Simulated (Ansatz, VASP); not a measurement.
# In5GaP6: VASP beside Ansatz

INCAR

```
PREC = Accurate ; ENCUT = 520
EDIFF = 1E-6 ; ISMEAR = 0
SIGMA = 0.1 ; LREAL = F
LASPH = T ; NELM = 100
ALGO = Normal ; ISIF = 2
LWAVE = F ; LCHARG = F
GGA = PE ; NBANDS = 66
```

KPOINTS

```
regular mesh
0
Gamma
  4 4 1
```

Contents of POSCAR:

```
In5GaP6
1.0
    3.9740944100      0.0000000000      0.0000000000
    0.0000000000      3.9740944100      0.0000000000
    0.0000000000      0.0000000000     16.8606546400
In Ga P
5 1 6
Direct
    0.0000000000      0.0000000000      0.8333333300
    0.0000000000      0.0000000000      0.1666666700
    0.5000000000      0.5000000000      0.3333333300
    0.0000000000      0.0000000000      0.5000000000
    0.5000000000      0.5000000000      0.6666666700
    0.5000000000      0.5000000000      0.0000000000
    0.0000000000      0.0000000000      0.0000000000
    0.5000000000      0.5000000000      0.1666666700
    0.0000000000      0.0000000000      0.3333333300
    0.5000000000      0.5000000000      0.5000000000
    0.0000000000      0.0000000000      0.6666666700
    0.5000000000      0.5000000000      0.8333333300
```

Input for Ansatz:

```yaml
crystal:
  lattice:
    - [3.97409441, 0.0, 0.0]
    - [0.0, 3.97409441, 0.0]
    - [0.0, 0.0, 16.86065464]
  atoms:
    - { symbol: In, position: [0.0, 0.0, 0.83333333] }
    - { symbol: In, position: [0.0, 0.0, 0.16666667] }
    - { symbol: In, position: [0.5, 0.5, 0.33333333] }
    - { symbol: In, position: [0.0, 0.0, 0.5] }
    - { symbol: In, position: [0.5, 0.5, 0.66666667] }
    - { symbol: Ga, position: [0.5, 0.5, 0.0] }
    - { symbol: P, position: [0.0, 0.0, 0.0] }
    - { symbol: P, position: [0.5, 0.5, 0.16666667] }
    - { symbol: P, position: [0.0, 0.0, 0.33333333] }
    - { symbol: P, position: [0.5, 0.5, 0.5] }
    - { symbol: P, position: [0.0, 0.0, 0.66666667] }
    - { symbol: P, position: [0.5, 0.5, 0.83333333] }
basis:
  ecutwfc: 420
kpoints:
  mp_grid: { grid: [4, 4, 1] }
hamiltonian:
  xc: pbe
scf:
  occupations: { method: gaussian, width: 0.1 }
  lower_state_search: "off"
output:
  forces: true
  stress: true
  eigenvalues: true
```

Alike in both runs: task single point; functional PBE; k mesh 4 × 4 × 1; occupations gaussian, width 0.1 eV; no spin polarisation.

```csv
,VASP,Ansatz
version,VASP 6.6.1,Ansatz 0.2.0
potentials or method,"VASP PAW PBE potentials, release 64 (In_d, Ga_d, P), cutoff 520 eV","scalar-relativistic, plane waves, PAW"
valence electrons in the cell,108,108
```

VASP gave:

| Item | Value |
| --- | --- |
| gap on the k mesh at the Fermi level (eV) | none |
| pressure (GPa) | -4.2 |
| traceless stress, the component that is largest in VASP (GPa) | -2.03 |
| rms of the force components (eV/Å) | 0.076 |

**Question.** Estimate Ansatz's values.

**Answer.** gap on the k mesh at the Fermi level (eV): none; pressure (GPa): -4.2; traceless stress, the component that is largest in VASP (GPa): -2.03; rms of the force components (eV/Å): 0.077.

Atom by atom the forces differ by 0.000 eV/Å (rms over components). A gap of «none» marks a metal or a gap that the smearing closes.

The k mesh is coarse, so the values compare programs but aren't converged.
